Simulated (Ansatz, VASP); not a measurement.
Two plane-wave programs on Au

File INCAR:

```
SYSTEM = Au
PREC     = Accurate       ! precision mode
ENCUT    = 520            ! plane-wave cutoff, eV
EDIFF    = 1E-6           ! SCF threshold, eV
ISMEAR   = -1             ! smearing method
SIGMA    = 0.1            ! smearing width, eV
LREAL    = .FALSE.        ! projectors in reciprocal space
LASPH    = .TRUE.         ! aspherical terms in the spheres
NELM     = 60             ! most SCF steps
ALGO     = Normal         ! electronic algorithm
ISIF     = 2              ! what is computed and relaxed
LWAVE    = .FALSE.        ! write WAVECAR
LCHARG   = .FALSE.        ! write CHGCAR
GGA      = RP             ! functional
NBANDS   = 18             ! bands
```

KPOINTS

```
Automatic mesh
0
G
  13 13 12
  0 0 0
```

File POSCAR:

```
Au
1.0
   -3.0327320103      3.4528298919      1.3756820102
    3.4528298919     -3.0327320103      1.3756820102
    1.9881186236      1.9881186236     -0.6062719706
Au
2
Direct
    0.0075260574      0.9924739426      0.0000000000
    0.7424739426      0.2575260574      0.5000000000
```

Input for Ansatz:

```yaml
crystal:
  lattice:
    - [-3.0327320103, 3.4528298919, 1.3756820102]
    - [3.4528298919, -3.0327320103, 1.3756820102]
    - [1.9881186236, 1.9881186236, -0.6062719706]
  atoms:
    - { symbol: Au, position: [0.0075260574, 0.9924739426, 0.0] }
    - { symbol: Au, position: [0.7424739426, 0.2575260574, 0.5] }
hamiltonian:
  xc: rpbe
  pseudopotentials:
    kind: paw
    azcp:
      Au: "pseudopotentials/Au.paw.azcp"
basis:
  ecutwfc: 420
  fft_grid_basis: typed
kpoints:
  mp_grid: { grid: [13, 13, 12], shift: [0, 0, 0] }
magnetization:
  spin_polarized: false
scf:
  occupations: { method: fermi_dirac, width: 0.1 }
  lower_state_search: "off"
output:
  stress: true
  write_density: true
  write_potential: true
  elf: true
  volumetric_format: npy
```

Alike in both runs: task single point; functional RPBE; k mesh 13 × 13 × 12; occupations fermi-dirac, width 0.1 eV; no spin polarisation.

```csv
,VASP,Ansatz
version,VASP 6.6.1,Ansatz 0.2.0
potentials or method,"VASP PAW PBE potentials, release 64 (Au), cutoff 520 eV","plane waves (420 eV) with PAW, scalar-relativistic"
valence electrons in the cell,22,38
```

VASP gave:

```
pressure (GPa)                                                : 4.8
traceless stress, the component that is largest in VASP (GPa) : -0.95
```

Task: Which values does Ansatz return?

Result: Pressure (GPa): 5.1; traceless stress, the component that is largest in VASP (GPa): -0.96.

VASP's potentials were made for PBE, not for RPBE. The functional is the same, so the differences come from potentials, cutoffs and numerics. VASP's potentials hold 22 valence electrons a cell and Ansatz's 38, so a difference there can come from the potentials and not from the codes.

Neither program's run includes spin-orbit coupling.
